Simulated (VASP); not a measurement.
# K3H (P6/mmm) in VASP: notebook, part 2 of 2

VASP 6.6.1.

## (3) Single point, PBE

This run uses another cell than the first one, of 65.38 Å³/atom, 2.526 times its volume.

INCAR reads:

```
PREC     = Accurate       # precision mode
ENCUT    = 520            # plane-wave cutoff, eV
EDIFF    = 1E-7           # SCF threshold, eV
ISMEAR   = 0              # smearing method
SIGMA    = 0.1            # smearing width, eV
LREAL    = F              # projectors in reciprocal space
LASPH    = T              # aspherical terms in the spheres
NELM     = 80             # most SCF steps
ALGO     = Normal         # electronic algorithm
ISIF     = 2              # what is computed and relaxed
LWAVE    = F              # write WAVECAR
LCHARG   = F              # write CHGCAR
GGA      = PE             # functional
NBANDS   = 22             # bands
```

KPOINTS reads:

```
regular mesh
0
Gamma
  6 6 4
```

POSCAR reads:

```
K3H
1.0
    8.0053473547     -0.0000000045      0.0000000000
   -4.0026736734      6.9328341775      0.0000000000
    0.0000000000      0.0000000000      4.7121527448
K H
3 1
Direct
    0.3333333333      0.6666666667      0.5000000000
    0.6666666667      0.3333333333      0.5000000000
    0.0000000000      0.0000000000      0.5000000000
    0.0000000000      0.0000000000      0.0000000000
```

Potentials or basis: VASP PAW PBE potentials, release 64 (K_sv, H).

Launch:

```
> cat potpaw_PBE.64/K_sv/POTCAR potpaw_PBE.64/H/POTCAR > POTCAR
> mpirun -np 1 vasp_std > vasp.out
```

OUTCAR:

```text
PREC = Accurate
   ENCUT = 520
   EDIFF = 1E-7
   ISMEAR = 0
   LREAL = F
   LASPH = T
   NELM = 80
   ISIF = 2
   GGA = PE

 ion  position               nearest neighbor table
   1  0.333  0.667  0.500-
   2  0.667  0.333  0.500-
   3  0.000  0.000  0.500-
   4  0.000  0.000  0.000-

  LATTYP: Found a hexagonal cell.
 ALAT       =     8.0053473547
 C/A-ratio  =     0.5886256443

  Lattice vectors:

 A1 = (   8.0053473547,  -0.0000000045,   0.0000000000)
 A2 = (  -4.0026736734,   6.9328341775,   0.0000000000)
 A3 = (   0.0000000000,   0.0000000000,   4.7121527448)

Analysis of symmetry for initial positions (statically):
=====================================================================
 Subroutine PRICEL returns:
 Original cell was already a primitive cell.

 Routine SETGRP: Setting up the symmetry group for a
 hexagonal supercell.

 Subroutine GETGRP returns: Found 24 space group operations
 (whereof 24 operations were pure point group operations)
 out of a pool of 24 trial point group operations.

The static configuration has the point symmetry D_6h.

Analysis of symmetry for dynamics (positions and initial velocities):
=====================================================================
 Subroutine PRICEL returns:
 Original cell was already a primitive cell.

 Routine SETGRP: Setting up the symmetry group for a
 hexagonal supercell.

 Subroutine GETGRP returns: Found 24 space group operations
 (whereof 24 operations were pure point group operations)
 out of a pool of 24 trial point group operations.

The dynamic configuration has the point symmetry D_6h.

 Subroutine INISYM returns: Found 24 space group operations
 (whereof 24 operations are pure point group operations),
 and found     1 'primitive' translations

----------------------------------------------------------------------------------------

                                     Primitive cell

  volume of cell :     261.5233

  direct lattice vectors                    reciprocal lattice vectors
     8.005347355 -0.000000004  0.000000000     0.124916503  0.072120577  0.000000000
    -4.002673673  6.932834178  0.000000000     0.000000000  0.144241154  0.000000000
     0.000000000  0.000000000  4.712152745     0.000000000  0.000000000  0.212217229

  length of vectors
     8.005347355  8.005347355  4.712152745     0.144241154  0.144241154  0.212217229

  position of ions in fractional coordinates (direct lattice)
     0.333333333  0.666666667  0.500000000
     0.666666667  0.333333333  0.500000000
     0.000000000  0.000000000  0.500000000
     0.000000000  0.000000000  0.000000000

  ion indices of the primitive-cell ions
   primitive index   ion index
                 1           1
                 2           2
                 3           3
                 4           4

----------------------------------------------------------------------------------------

 KPOINTS: regular mesh

Automatic generation of k-mesh.
 Grid dimensions read from file:
 generate k-points for:    6    6    4

 Generating k-lattice:

  Cartesian coordinates                     Fractional coordinates (reciprocal lattice)
     0.020819417  0.012020096  0.000000000     0.166666667  0.000000000  0.000000000
     0.000000000  0.024040192  0.000000000    -0.000000000  0.166666667  0.000000000
     0.000000000  0.000000000  0.053054307     0.000000000  0.000000000  0.250000000

  Length of vectors
     0.024040192  0.024040192  0.053054307

  Shift w.r.t. Gamma in fractional coordinates (k-lattice)
     0.000000000  0.000000000  0.000000000

 Subroutine IBZKPT returns following result:
 ===========================================

 Found     21 irreducible k-points:

 Following reciprocal coordinates:
            Coordinates               Weight
  0.000000  0.000000  0.000000      1.000000
  0.166667 -0.000000  0.000000      6.000000
  0.333333 -0.000000  0.000000      6.000000
  0.500000 -0.000000  0.000000      3.000000
  0.166667  0.166667  0.000000      6.000000
  0.333333  0.166667  0.000000     12.000000
[... 13 lines left out ...]
  0.333333  0.166667  0.500000     12.000000
  0.333333  0.333333  0.500000      2.000000
   k-points           NKPTS =     21   k-points in BZ     NKDIM =     21   number of bands    NBANDS=     22
   number of dos      NEDOS =    301   number of ions     NIONS =      4
   total plane-waves  NPLWV = 129600
   dimension x,y,z NGX =    60 NGY =   60 NGZ =   36
   dimension x,y,z NGXF=   120 NGYF=  120 NGZF=   72
   ions per type =               3   1
   NGX,Y,Z   is equivalent  to a cutoff of  12.46, 12.46, 12.70 a.u.
   NGXF,Y,Z  is equivalent  to a cutoff of  24.92, 24.92, 25.40 a.u.
 SYSTEM =  unknown system
   PREC   = accura    normal or accurate (medium, high low for compatibility)
   ISTART =      0    job   : 0-new  1-cont  2-samecut
   ICHARG =      2    charge: 1-file 2-atom 10-const
   ISPIN  =      1    spin polarized calculation?
   LNONCOLLINEAR =      F non collinear calculations
   LSORBIT =      F    spin-orbit coupling
   LASPH  =      T    aspherical Exc in radial PAW
   ENCUT  =  520.0 eV  38.22 Ry    6.18 a.u.  14.88 14.88  8.76*2*pi/ulx,y,z
   NELM   =     80;   NELMIN=  2; NELMDL= -5     # of ELM steps
   EDIFF  = 0.1E-06   stopping-criterion for ELM
   LREAL  =      F    real-space projection
   EDIFFG = 0.1E-05   stopping-criterion for IOM
   NSW    =      0    number of steps for IOM
   IBRION =     -1    ionic relax: 0-MD 1-quasi-New 2-CG
   NFREE  =      0    steps in history (QN), initial steepest desc. (CG)
   ISIF   =      2    stress and relaxation
   ISYM   =      2    0-nonsym 1-usesym 2-fastsym
   POTIM  = 0.5000    time-step for ionic-motion
   TEBEG  =    0.0;   TEEND  =   0.0 temperature during run
   PSTRESS=    0.0 pullay stress
   NELECT =      28.0000    total number of electrons
   NUPDOWN=      -1.0000    fix difference up-down
   EMIN   =  10.00;   EMAX   =-10.00  energy-range for DOS
   EFERMI =   0.00;   METHOD = LEGACY
   ISMEAR =     0;   SIGMA  =   0.10  broadening in eV -4-tet -1-fermi 0-gaus
   EFERMI_NEDOS =   21; number of points for ismear=-14 and -15
   IALGO  =     38    algorithm
   IMIX   =      4    mixing-type and parameters
     AMIX     =   0.40;   BMIX     =  1.00
     AMIX_MAG =   1.60;   BMIX_MAG =  1.00
  volume/ion in A,a.u.               =      65.38       441.21
  Fermi-wavevector in a.u.,A,eV,Ry     =   0.777363  1.469004  8.221916  0.604294
  Thomas-Fermi vector in A             =   1.880035
   LORBIT       =      0    0 simple, 1 ext, 2 COOP (PROOUT), +10 PAW based schemes
   GGA     = PE    functional components
   LHFCALC =     F    Hartree Fock is set to
   AEXX    =    0.0000 exact exchange contribution
   IVDW    =     0    specifies the selected vdW correction
   LEPSILON=     F    determine dielectric tensor
   LRPA    =     F    only Hartree local field effects (RPA)
 non-spin polarized calculation
 Gauss-broadening in eV      SIGMA  =   0.10
  energy-cutoff  :      520.00
  volume of cell :      261.52
 maximum number of plane-waves:      7080
 NGX is ok and might be reduce to    60
   NGX = 29   NGY = 29   NGZ = 17

 number of electron      28.0000001 magnetization

 Free energy of the ion-electron system (eV)
  ---------------------------------------------------
  ext. energy  EPLUGINS =         0.00000000
  ---------------------------------------------------
  free energy    TOTEN  =        -5.71099557 eV

  energy without entropy =       -5.70001018  energy(sigma->0) =       -5.70550287

 E-fermi :  -0.5811     XC(G=0):  -5.2175

 val. band max:       -0.6071941405   @ k =   0.3333  -0.0000   0.0000
 cond. band min:      -0.5148214139   @ k =   0.1667   0.1667   0.0000
 fundamental gap:      0.0923727265
 Fermi energy:        -0.5811025057

 k-point     1 :       0.0000    0.0000    0.0000
  band No.  band energies     occupation
      1     -33.1103      2.00000
      2     -33.1079      2.00000
      3     -31.5963      2.00000
      4     -16.6063      2.00000
      5     -16.6063      2.00000
      6     -16.5790      2.00000
[... 14 lines left out ...]
     21       3.7245      0.00000
     22       3.7245      0.00000
[... 477 lines left out ...]
  band No.  band energies     occupation
      1     -33.1079      2.00000
      2     -33.1079      2.00000
      3     -31.5943      2.00000
      4     -16.6059      2.00000
      5     -16.5897      2.00000
      6     -16.5897      2.00000
[... 14 lines left out ...]
     21       2.7467      0.00000
     22       2.7467      0.00000

------------------------ aborting loop because EDIFF is reached ----------------------------------------

  FORCE on cell =-STRESS in cart. coord.  units (eV):
  Direction    XX          YY          ZZ          XY          YZ          ZX
  --------------------------------------------------------------------------------------
  -------------------------------------------------------------------------------------
  Total        0.1728723      0.1728723      0.0496218      0.0000000     -0.0000000      0.0000000
  in kB        1.0590721      1.0590721      0.3039994      0.0000000     -0.0000000      0.0000000
  external PRESSURE =       0.8073812 kB  Pullay stress =       0.0000000 kB

 VOLUME and BASIS-vectors are now :
 -----------------------------------------------------------------------------
  energy-cutoff  :      520.00
  volume of cell :      261.52
      direct lattice vectors                 reciprocal lattice vectors
     8.005347355 -0.000000004  0.000000000     0.124916503  0.072120577  0.000000000
    -4.002673673  6.932834178  0.000000000     0.000000000  0.144241154  0.000000000
     0.000000000  0.000000000  4.712152745     0.000000000  0.000000000  0.212217229

 POSITION                                       TOTAL-FORCE (eV/Angst)
 -----------------------------------------------------------------------------------
      0.00000      4.62189      2.35608        -0.000000     -0.000000     -0.000000
      4.00267      2.31094      2.35608         0.000000      0.000000      0.000000
      0.00000      0.00000      2.35608        -0.000000      0.000000      0.000000
      0.00000      0.00000      0.00000        -0.000000      0.000000      0.000000
 -----------------------------------------------------------------------------------
    total drift:                                0.000000     -0.000000      0.000000

  FREE ENERGIE OF THE ION-ELECTRON SYSTEM (eV)
  ---------------------------------------------------
  free  energy   TOTEN  =        -5.7109955675 eV

  energy  without entropy=       -5.7000101780  energy(sigma->0) =       -5.70550287
```

Run time: 2.8 min. Hardware: 1 thread of Intel Xeon Platinum 8375C at 2.90GHz (Ice Lake), shared host; peak memory 0.39 GiB.

What came out:

- Free energy: -5.7110 eV
- Pressure: 0.1 GPa
- Band gap on the k mesh: zero (band 14 reaches 0.31 eV, above the bottom of band 15 at -1.30 eV)
